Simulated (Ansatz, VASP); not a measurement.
## Two plane-wave programs on PbSe

File INCAR:

```
ALGO = Normal
EDIFF = 1E-7
ENCUT = 520
GGA = PE
ISIF = 2
ISMEAR = -1
LASPH = T
LCHARG = F
LREAL = F
LWAVE = F
NBANDS = 17
NELM = 80
PREC = Accurate
SIGMA = 0.02
```

Contents of KPOINTS:

```
k-points
0
Gamma
  8 8 8
```

POSCAR

```
PbSe
1.0
    0.0000000000      3.2122503083      3.0630789625
    3.2122503083      0.0000000000      3.0630789625
    3.2122503083      3.2122503083      0.0000000000
Pb Se
1 1
Direct
    0.0000000000      0.0000000000      0.0000000000
    0.5000000000      0.5000000000      0.5000000000
```

Input for Ansatz:

```yaml
crystal:
  lattice:
    - [0.0, 3.2122503083, 3.0630789625]
    - [3.2122503083, 0.0, 3.0630789625]
    - [3.2122503083, 3.2122503083, 0.0]
  atoms:
    - { symbol: Pb, position: [0.0, 0.0, 0.0] }
    - { symbol: Se, position: [0.5, 0.5, 0.5] }
kpoints:
  mp_grid: { grid: [8, 8, 8] }
  band_path:
    path:
      - [0.0, 0.0, 0.0]
      - [0.5, 0.0, 0.5]
      - [0.625, 0.25, 0.625]
      - [0.375, 0.375, 0.75]
      - [0.5, 0.5, 0.5]
      - [0.5, 0.25, 0.75]
      - [0.0, 0.0, 0.5]
    npoints: 1
hamiltonian:
  xc: pbe
scf:
  occupations: { method: fermi_dirac, width: 0.02 }
  n_extra_bands: 4
output:
  forces: true
  stress: true
  eigenvalues: true
```

Change from the starting cell: epitaxial_xy strain +4.0%.

Alike in both runs: task single point; functional PBE; k mesh 8 × 8 × 8; occupations fermi-dirac, width 0.02 eV; no spin polarisation.

|  | VASP | Ansatz |
| --- | --- | --- |
| version | VASP 6.6.1 | Ansatz 0.2.0 |
| potentials or method | VASP PAW PBE potentials, release 64 (Pb_d, Se) | plane waves, PAW |
| plane-wave cutoff (eV) | 520 | 420 |
| valence electrons in the cell | 20 | 30 |

|  | VASP | Ansatz | Ansatz less VASP |
| --- | --- | --- | --- |
| pressure (GPa) | -1.9 | -1.8 | +0.02 |
| traceless stress, the component that is largest in VASP (GPa) | 2.80 | 2.80 | -0.008 |

The functional is the same, so the differences come from potentials, cutoffs and numerics. VASP's potentials hold 20 valence electrons a cell and Ansatz's 30, so a difference there can come from the potentials and not from the codes.

Spin-orbit coupling is off throughout.
